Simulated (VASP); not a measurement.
Write the native input for VASP 6.6.1 that does the following.

- Task: single point
- Functional: PBE
- Potentials or basis: VASP PAW PBE potentials, release 64 (K_sv, Sc_sv, Si)
- Cutoff: 520 eV
- k mesh: 8 × 8 × 8
- Occupations: gaussian, width 0.1 eV
- Spin: no spin polarisation
- Dipole correction: no
- Further INCAR settings: ALGO = Normal; EDIFF = 1e-06; NBANDS = 39

The structure of KSc3Si4 lies in POSCAR:

```
KSc3Si4
1.0
   -3.4073014536      3.4073014536      3.4073014536
    3.4073014536     -3.4073014536      3.4073014536
    3.4073014536      3.4073014536     -3.4073014536
K Sc Si
1 3 4
Direct
    0.0000000000      0.0000000000      0.0000000000
    0.5000000000      0.5000000000      0.0000000000
    0.5000000000      0.0000000000      0.5000000000
    0.0000000000      0.5000000000      0.5000000000
    0.5000000000      0.5000000000      0.5000000000
    0.0000000000      0.0000000000      0.5000000000
    0.0000000000      0.5000000000      0.0000000000
    0.5000000000      0.0000000000      0.0000000000
```

These files were run (other wordings do the same):

INCAR

```
SYSTEM = KSc3Si4
ALGO = Normal
EDIFF = 1E-6
ENCUT = 520
GGA = PE
ISIF = 2
ISMEAR = 0
LASPH = .TRUE.
LCHARG = .FALSE.
LREAL = .FALSE.
LWAVE = .FALSE.
NBANDS = 39
NELM = 100
PREC = Accurate
SIGMA = 0.1
```

KPOINTS

```
k-points
0
G
  8 8 8
  0 0 0
```

Potentials or basis: VASP PAW PBE potentials, release 64 (K_sv, Sc_sv, Si).

The run is started by

```console
$ cat potpaw_PBE.64/K_sv/POTCAR potpaw_PBE.64/Sc_sv/POTCAR potpaw_PBE.64/Si/POTCAR > POTCAR
$ mpirun -np 1 vasp_std > vasp.out
```

Results of the run:

```json
{
  "Pressure": "0.2 GPa",
  "Band gap on the k mesh": "zero (bands 29 and 30 overlap by 1.24 eV)"
}
```

Wall time 5.2 min on 1 thread of AMD EPYC 7R13 Processor (Zen 3) (shared host), peak memory 0.38 GiB.
